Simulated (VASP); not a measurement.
# SnO (P4/nmm) in VASP: further runs

The runs below take SnO through single point, with PBEsol.

Program: VASP 6.6.1. These are calculated values, not measurements. Logs are shortened: lines on timing, memory, paths and dates and some standing lists are left out, and cuts for length are marked.

## 1. The cell of the first run

Symmetry: P4/nmm, No. 129, tetragonal system. Conventional cell: a = 3.538 Å, b = 3.538 Å, c = 5.320 Å, α = 90.00°, β = 90.00°, γ = 90.00°. Within 2.9 Å of Sn (site symmetry 4mm) lie 4 O at 2.19 Å. O (site symmetry -4m2) has 4 Sn at 2.19 Å and 4 O at 2.50 Å within 2.9 Å.

## 2. Single point, PBEsol

Contents of INCAR:

```
ALGO = Normal ; EDIFF = 1E-6
ENCUT = 520 ; GGA = PS
ISIF = 2 ; ISMEAR = 0
LASPH = True ; LCHARG = False
LREAL = False ; LWAVE = False
NBANDS = 28 ; NELM = 80
PREC = Accurate ; SIGMA = 0.15
```

Contents of KPOINTS:

```
k-points
0
Gamma
  10 10 8
```

Contents of POSCAR:

```
SnO
1.0
    3.5383000000      0.0000000000      0.0000000000
    0.0000000000      3.5383000000      0.0000000000
    0.0000000000      0.0000000000      5.3199000000
Sn O
2 2
Direct
    0.0000000000      0.5000000000      0.2425296443
    0.5000000000      0.0000000000      0.7574703557
    0.0000000000      0.0000000000      0.0000000000
    0.5000000000      0.5000000000      0.0000000000
```

Potentials or basis: VASP PAW PBE potentials, release 64 (Sn_d, O).

Launch:

```bash
cat potpaw_PBE.64/Sn_d/POTCAR potpaw_PBE.64/O/POTCAR > POTCAR
mpirun -np 1 vasp_std > vasp.out
```

OUTCAR:

```text
EDIFF = 1E-6
   ENCUT = 520
   GGA = PS
   ISIF = 2
   ISMEAR = 0
   LASPH = True
   LREAL = False
   NELM = 80
   PREC = Accurate

 ion  position               nearest neighbor table
   1  0.000  0.500  0.243-   3 2.19   4 2.19   3 2.19   4 2.19   2 3.59   2 3.59   2 3.59   2 3.59
                             2 3.71   2 3.71   2 3.71   2 3.71
   2  0.500  0.000  0.757-   3 2.19   4 2.19   4 2.19   3 2.19   1 3.59   1 3.59   1 3.59   1 3.59
                             1 3.71   1 3.71   1 3.71   1 3.71
   3  0.000  0.000  0.000-   1 2.19   2 2.19   1 2.19   2 2.19
   4  0.500  0.500  0.000-   1 2.19   2 2.19   2 2.19   1 2.19

  LATTYP: Found a simple tetragonal cell.
 ALAT       =     3.5383000000
 C/A-ratio  =     1.5035186389

  Lattice vectors:

 A1 = (   3.5383000000,   0.0000000000,   0.0000000000)
 A2 = (   0.0000000000,   3.5383000000,   0.0000000000)
 A3 = (   0.0000000000,   0.0000000000,   5.3199000000)

Analysis of symmetry for initial positions (statically):
=====================================================================
 Subroutine PRICEL returns:
 Original cell was already a primitive cell.

 Routine SETGRP: Setting up the symmetry group for a
 simple tetragonal supercell.

 Subroutine GETGRP returns: Found 16 space group operations
 (whereof  8 operations were pure point group operations)
 out of a pool of 16 trial point group operations.

The static configuration has the point symmetry D_2d.
 The point group associated with its full space group is D_4h.

Analysis of symmetry for dynamics (positions and initial velocities):
=====================================================================
 Subroutine PRICEL returns:
 Original cell was already a primitive cell.

 Routine SETGRP: Setting up the symmetry group for a
 simple tetragonal supercell.

 Subroutine GETGRP returns: Found 16 space group operations
 (whereof  8 operations were pure point group operations)
 out of a pool of 16 trial point group operations.

The dynamic configuration has the point symmetry D_2d.
 The point group associated with its full space group is D_4h.

 Subroutine INISYM returns: Found 16 space group operations
 (whereof  8 operations are pure point group operations),
 and found     1 'primitive' translations

----------------------------------------------------------------------------------------

                                     Primitive cell

  volume of cell :      66.6028

  direct lattice vectors                    reciprocal lattice vectors
     3.538300000  0.000000000  0.000000000     0.282621598  0.000000000  0.000000000
     0.000000000  3.538300000  0.000000000     0.000000000  0.282621598  0.000000000
     0.000000000  0.000000000  5.319900000     0.000000000  0.000000000  0.187973458

  length of vectors
     3.538300000  3.538300000  5.319900000     0.282621598  0.282621598  0.187973458

  position of ions in fractional coordinates (direct lattice)
     0.000000000  0.500000000  0.242529644
     0.500000000  0.000000000  0.757470356
     0.000000000  0.000000000  0.000000000
     0.500000000  0.500000000  0.000000000

  ion indices of the primitive-cell ions
   primitive index   ion index
                 1           1
                 2           2
                 3           3
                 4           4

----------------------------------------------------------------------------------------

 KPOINTS: k-points

Automatic generation of k-mesh.
 Grid dimensions read from file:
 generate k-points for:   10   10    8

 Generating k-lattice:

  Cartesian coordinates                     Fractional coordinates (reciprocal lattice)
     0.028262160  0.000000000  0.000000000     0.100000000  0.000000000  0.000000000
     0.000000000  0.028262160  0.000000000     0.000000000  0.100000000  0.000000000
     0.000000000  0.000000000  0.023496682     0.000000000  0.000000000  0.125000000

  Length of vectors
     0.028262160  0.028262160  0.023496682

  Shift w.r.t. Gamma in fractional coordinates (k-lattice)
     0.000000000  0.000000000  0.000000000

 Subroutine IBZKPT returns following result:
 ===========================================

 Found    105 irreducible k-points:

 Following reciprocal coordinates:
            Coordinates               Weight
  0.000000  0.000000  0.000000      1.000000
  0.100000  0.000000  0.000000      4.000000
  0.200000  0.000000  0.000000      4.000000
  0.300000  0.000000  0.000000      4.000000
  0.400000  0.000000  0.000000      4.000000
  0.500000  0.000000  0.000000      2.000000
[... 16 lines left out ...]
  0.100000  0.000000  0.125000      8.000000
  0.200000  0.000000  0.125000      8.000000
 [... further k-points ...]
   k-points           NKPTS =    105   k-points in BZ     NKDIM =    105   number of bands    NBANDS=     28
   number of dos      NEDOS =    301   number of ions     NIONS =      4
   total plane-waves  NPLWV =  31360
   dimension x,y,z NGX =    28 NGY =   28 NGZ =   40
   dimension x,y,z NGXF=    56 NGYF=   56 NGZF=   80
   ions per type =               2   2
   NGX,Y,Z   is equivalent  to a cutoff of  13.16, 13.16, 12.50 a.u.
   NGXF,Y,Z  is equivalent  to a cutoff of  26.31, 26.31, 25.00 a.u.
 SYSTEM =  unknown system
   PREC   = accura    normal or accurate (medium, high low for compatibility)
   ISTART =      0    job   : 0-new  1-cont  2-samecut
   ICHARG =      2    charge: 1-file 2-atom 10-const
   ISPIN  =      1    spin polarized calculation?
   LNONCOLLINEAR =      F non collinear calculations
   LSORBIT =      F    spin-orbit coupling
   LASPH  =      T    aspherical Exc in radial PAW
   ENCUT  =  520.0 eV  38.22 Ry    6.18 a.u.   6.58  6.58  9.89*2*pi/ulx,y,z
   NELM   =     80;   NELMIN=  2; NELMDL= -5     # of ELM steps
   EDIFF  = 0.1E-05   stopping-criterion for ELM
   LREAL  =      F    real-space projection
   EDIFFG = 0.1E-04   stopping-criterion for IOM
   NSW    =      0    number of steps for IOM
   IBRION =     -1    ionic relax: 0-MD 1-quasi-New 2-CG
   NFREE  =      0    steps in history (QN), initial steepest desc. (CG)
   ISIF   =      2    stress and relaxation
   ISYM   =      2    0-nonsym 1-usesym 2-fastsym
   POTIM  = 0.5000    time-step for ionic-motion
   TEBEG  =    0.0;   TEEND  =   0.0 temperature during run
   PSTRESS=    0.0 pullay stress
   NELECT =      40.0000    total number of electrons
   NUPDOWN=      -1.0000    fix difference up-down
   EMIN   =  10.00;   EMAX   =-10.00  energy-range for DOS
   EFERMI =   0.00;   METHOD = LEGACY
   ISMEAR =     0;   SIGMA  =   0.15  broadening in eV -4-tet -1-fermi 0-gaus
   EFERMI_NEDOS =   21; number of points for ismear=-14 and -15
   IALGO  =     38    algorithm
   IMIX   =      4    mixing-type and parameters
     AMIX     =   0.40;   BMIX     =  1.00
     AMIX_MAG =   1.60;   BMIX_MAG =  1.00
  volume/ion in A,a.u.               =      16.65       112.36
  Fermi-wavevector in a.u.,A,eV,Ry     =   1.381223  2.610134 25.956894  1.907778
  Thomas-Fermi vector in A             =   2.506028
   LORBIT       =      0    0 simple, 1 ext, 2 COOP (PROOUT), +10 PAW based schemes
   GGA     = PS    functional components
   LHFCALC =     F    Hartree Fock is set to
   AEXX    =    0.0000 exact exchange contribution
   IVDW    =     0    specifies the selected vdW correction
   LEPSILON=     F    determine dielectric tensor
   LRPA    =     F    only Hartree local field effects (RPA)
 non-spin polarized calculation
 Gauss-broadening in eV      SIGMA  =   0.15
  energy-cutoff  :      520.00
  volume of cell :       66.60
 maximum number of plane-waves:      1820
 NGX is ok and might be reduce to    28
   NGX = 13   NGY = 13   NGZ = 19

 number of electron      40.0000015 magnetization

 Free energy of the ion-electron system (eV)
  ---------------------------------------------------
  ext. energy  EPLUGINS =         0.00000000
  ---------------------------------------------------
  free energy    TOTEN  =       -23.70789434 eV

  energy without entropy =      -23.70601689  energy(sigma->0) =      -23.70695562

 E-fermi :   7.7767     XC(G=0): -10.7371

 val. band max:        7.5914420163   @ k =   0.5000   0.5000   0.1250
 cond. band min:       7.8525172728   @ k =   0.4000   0.4000   0.0000
 fundamental gap:      0.2610752565
 Fermi energy:         7.7767411347

 k-point     1 :       0.0000    0.0000    0.0000
  band No.  band energies     occupation
      1     -14.3348      2.00000
      2     -13.9626      2.00000
      3     -13.8455      2.00000
      4     -13.8455      2.00000
      5     -13.8225      2.00000
      6     -13.7890      2.00000
[... 20 lines left out ...]
     27      14.7499      0.00000
     28      14.9890      0.00000

 k-point     2 :       0.1000    0.0000    0.0000
  band No.  band energies     occupation
      1     -14.3301      2.00000
      2     -13.9559      2.00000
      3     -13.8503      2.00000
      4     -13.8432      2.00000
      5     -13.8250      2.00000
      6     -13.8025      2.00000
[... 20 lines left out ...]
     27      14.9188      0.00000
     28      16.2594      0.00000

 k-point     3 :       0.2000    0.0000    0.0000
  band No.  band energies     occupation
      1     -14.3188      2.00000
      2     -13.9816      2.00000
      3     -13.9087      2.00000
      4     -13.8608      2.00000
      5     -13.8382      2.00000
      6     -13.8313      2.00000
[... 20 lines left out ...]
     27      15.1534      0.00000
     28      18.3231      0.00000

 k-point     4 :       0.3000    0.0000    0.0000
  band No.  band energies     occupation
      1     -14.3055      2.00000
      2     -14.1032      2.00000
      3     -13.8970      2.00000
      4     -13.8694      2.00000
      5     -13.8387      2.00000
      6     -13.8365      2.00000
[... 20 lines left out ...]
     27      15.5040      0.00000
     28      19.2898      0.00000

 k-point     5 :       0.4000    0.0000    0.0000
  band No.  band energies     occupation
      1     -14.2882      2.00000
      2     -14.1977      2.00000
      3     -13.8821      2.00000
      4     -13.8731      2.00000
      5     -13.8440      2.00000
      6     -13.8409      2.00000
[... 20 lines left out ...]
     27      16.0125      0.00000
     28      18.0348      0.00000

 k-point     6 :       0.5000    0.0000    0.0000
  band No.  band energies     occupation
      1     -14.2566      2.00000
      2     -14.2566      2.00000
      3     -13.8754      2.00000
      4     -13.8754      2.00000
      5     -13.8447      2.00000
      6     -13.8447      2.00000
[... 463 lines left out ...]
      5     -13.7925      2.00000
      6     -13.7925      2.00000
[... 20 lines left out ...]
     27      17.1258      0.00000
     28      17.1258      0.00000

 k-point    22 :       0.0000    0.0000    0.1250
  band No.  band energies     occupation
      1     -14.3329      2.00000
      2     -13.9646      2.00000
      3     -13.8419      2.00000
      4     -13.8419      2.00000
      5     -13.8214      2.00000
      6     -13.7901      2.00000
[... 20 lines left out ...]
     27      14.6020      0.00000
     28      15.0719      0.00000

 k-point    23 :       0.1000    0.0000    0.1250
  band No.  band energies     occupation
      1     -14.3284      2.00000
      2     -13.9579      2.00000
      3     -13.8488      2.00000
      4     -13.8411      2.00000
      5     -13.8229      2.00000
      6     -13.8042      2.00000
[... 20 lines left out ...]
     27      14.8809      0.00000
     28      16.2464      0.00000

 k-point    24 :       0.2000    0.0000    0.1250
  band No.  band energies     occupation
      1     -14.3178      2.00000
      2     -13.9862      2.00000
      3     -13.9108      2.00000
      4     -13.8564      2.00000
      5     -13.8414      2.00000
      6     -13.8265      2.00000
[... 20 lines left out ...]
     27      15.1862      0.00000
     28      18.2273      0.00000

 [... further k-points ...]
[... 5 lines left out ...]
  --------------------------------------------------------------------------------------
  -------------------------------------------------------------------------------------
  Total        5.2847440      5.2847440     -2.7623784      0.0000000      0.0000000      0.0000000
  in kB      127.1281601    127.1281601    -66.4509167      0.0000000      0.0000000      0.0000000
  external PRESSURE =      62.6018012 kB  Pullay stress =       0.0000000 kB

 VOLUME and BASIS-vectors are now :
 -----------------------------------------------------------------------------
  energy-cutoff  :      520.00
  volume of cell :       66.60
      direct lattice vectors                 reciprocal lattice vectors
     3.538300000  0.000000000  0.000000000     0.282621598  0.000000000  0.000000000
     0.000000000  3.538300000  0.000000000     0.000000000  0.282621598  0.000000000
     0.000000000  0.000000000  5.319900000     0.000000000  0.000000000  0.187973458

 POSITION                                       TOTAL-FORCE (eV/Angst)
 -----------------------------------------------------------------------------------
      0.00000      1.76915      1.29023         0.000000      0.000000     -0.880827
      1.76915      0.00000      4.02967         0.000000      0.000000      0.880827
      0.00000      0.00000      0.00000         0.000000     -0.000000      0.000000
      1.76915      1.76915      0.00000        -0.000000      0.000000      0.000000
 -----------------------------------------------------------------------------------
    total drift:                                0.000000      0.000000      0.000000

  FREE ENERGIE OF THE ION-ELECTRON SYSTEM (eV)
  ---------------------------------------------------
  free  energy   TOTEN  =       -23.7078943440 eV

  energy  without entropy=      -23.7060168901  energy(sigma->0) =      -23.70695562
```

It took 2.3 min on 1 thread of Intel Xeon Platinum 8259CL at 2.50GHz (Skylake/Cascade Lake), shared host; peak memory 0.28 GiB.

What came out:

```
Free energy            : -23.7079 eV
Pressure               : 6.3 GPa
Largest force          : 0.881 eV/Å
Band gap on the k mesh : zero (band 20 reaches 7.99 eV, above the bottom of band 21 at 7.39 eV)
```

Forces in eV/Å, atoms in the order of the input:
```
Sn   0.000  0.000 -0.881
Sn   0.000  0.000  0.881
O    0.000  0.000  0.000
O    0.000  0.000  0.000
```

Caveat: the PAW data sets were made with another functional, which shifts forces and pressure a little; spin-orbit coupling is left out, which moves the levels of the heavy elements.

(Continued in part 2 of 2.)
